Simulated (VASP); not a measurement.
Here is a VASP 6.6.1 calculation.

The input INCAR:

```
PREC = Accurate ; ENCUT = 520
EDIFF = 1E-6 ; ISMEAR = 0
SIGMA = 0.01 ; LREAL = False
LASPH = True ; NELM = 80
ALGO = Normal ; ISIF = 2
LWAVE = False ; LCHARG = True
GGA = PE ; LELF = True
LVHAR = True ; NBANDS = 16
```

The input KPOINTS:

```
regular mesh
0
Gamma
  6 6 2
```

File POSCAR:

```
AlN
1.0
    3.1576323871      0.0000000000      0.0000000000
   -1.5788161936      2.7345898630      0.0000000000
    0.0000000000      0.0000000000      5.0602205615
Al N
2 2
Direct
    0.6666666667      0.3333333333      0.4992046637
    0.3333333333      0.6666666667      0.9992046637
    0.6666666667      0.3333333333      0.8807953363
    0.3333333333      0.6666666667      0.3807953363
```

Potentials or basis: VASP PAW PBE potentials, release 64 (Al, N).

Run with:

```sh
$ cat potpaw_PBE.64/Al/POTCAR potpaw_PBE.64/N/POTCAR > POTCAR
$ mpirun -np 1 vasp_std > vasp.out
```

Predict the largest force.

0.008 eV/Å.

Estimate the band gap on the k mesh.

3.82 eV, direct.

What does it give for the pressure?

-5.0 GPa.

Stress tensor (GPa, compression positive):
```
-5.20  0.00  0.00
 0.00 -5.20  0.00
 0.00  0.00 -4.71
```

Caveat: the k points lie up to 0.62 Å⁻¹ apart.
